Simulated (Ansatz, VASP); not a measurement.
**PdPt2S6 in VASP and in Ansatz**

```xyz
9
Lattice="3.5721 -0.0001 -0.0201 -1.7864 3.0937 0.0009 -0.1004 -0.0557 19.4125" Properties=species:S:1:pos:R:3 pbc="T T T"
Pd   -0.0020    0.0001   -0.0021
Pt   -0.0372   -0.0224    6.4639
Pt   -0.0614   -0.0334   12.9509
S     0.0058    2.0659    1.2207
S    -0.0301    2.0438    7.6873
S    -0.0548    2.0325   14.1740
S     1.7419    1.0051    5.2214
S     1.7171    0.9941   11.7082
S     1.6765    0.9722   18.1680
```

Change from the starting cell: cell x1, atoms moved at random (sigma 0.05 Å) and cell strained at random (1.5 %), then relaxed without symmetry.

Alike in both runs: functional PBE; k mesh 6 × 6 × 1; occupations gaussian, width 0.1 eV; no spin polarisation.

Ansatz relaxed the structure, and its values are those at the end. VASP's run is a single point on that final structure, the one shown.

|  | VASP | Ansatz |
| --- | --- | --- |
| version | VASP 6.6.1 | Ansatz 0.2.0 |
| potentials or method | VASP PAW PBE potentials, release 64 (Pd, Pt, S), cutoff 520 eV | scalar-relativistic, plane waves, PAW |
| valence electrons in the cell | 66 | 90 |

```tsv
	VASP	Ansatz	Ansatz less VASP
gap on the k mesh at the Fermi level (eV)	1.38	1.39	+0.009
least direct gap on the mesh (eV)	1.38	1.39	+0.009
pressure (GPa)	-0.3	0.0	+0.32
rms of the force components (eV/Å)	0.017	0.003	-0.0134
```

VASP's potentials hold 66 valence electrons a cell and Ansatz's 90, so a difference there can come from the potentials and not from the codes.

Neither program's run includes spin-orbit coupling.
